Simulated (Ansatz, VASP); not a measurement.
## KSi3I: VASP beside Ansatz

```
K Si I
1.0
     5.26116    0.00000    0.00000
     0.00000    5.26116    0.00000
     0.00000    0.00000    5.26116
K Si I
1 3 1
Direct
  0.00000 0.00000 0.00000
  0.00000 0.50000 0.50000
  0.50000 0.00000 0.50000
  0.50000 0.50000 0.00000
  0.50000 0.50000 0.50000
```

Alike in both runs: task single point; functional PBE; k mesh 4 × 4 × 4; occupations gaussian, width 0.1 eV; no spin polarisation.

|  | VASP | Ansatz |
| --- | --- | --- |
| version | VASP 6.6.1 | Ansatz 0.2.0 |
| potentials or method | VASP PAW PBE potentials, release 64 (K_sv, Si, I), cutoff 520 eV | scalar-relativistic, plane waves, PAW |
| valence electrons in the cell | 28 | 38 |

```csv
,VASP,Ansatz,Ansatz less VASP
gap on the k mesh at the Fermi level (eV),none,none,-
pressure (GPa),5.4,5.4,-0.04
```

A gap of «none» marks a metal or a gap that the smearing closes. VASP's potentials hold 28 valence electrons a cell and Ansatz's 38, so a difference there can come from the potentials and not from the codes.

Spin-orbit coupling is off throughout.
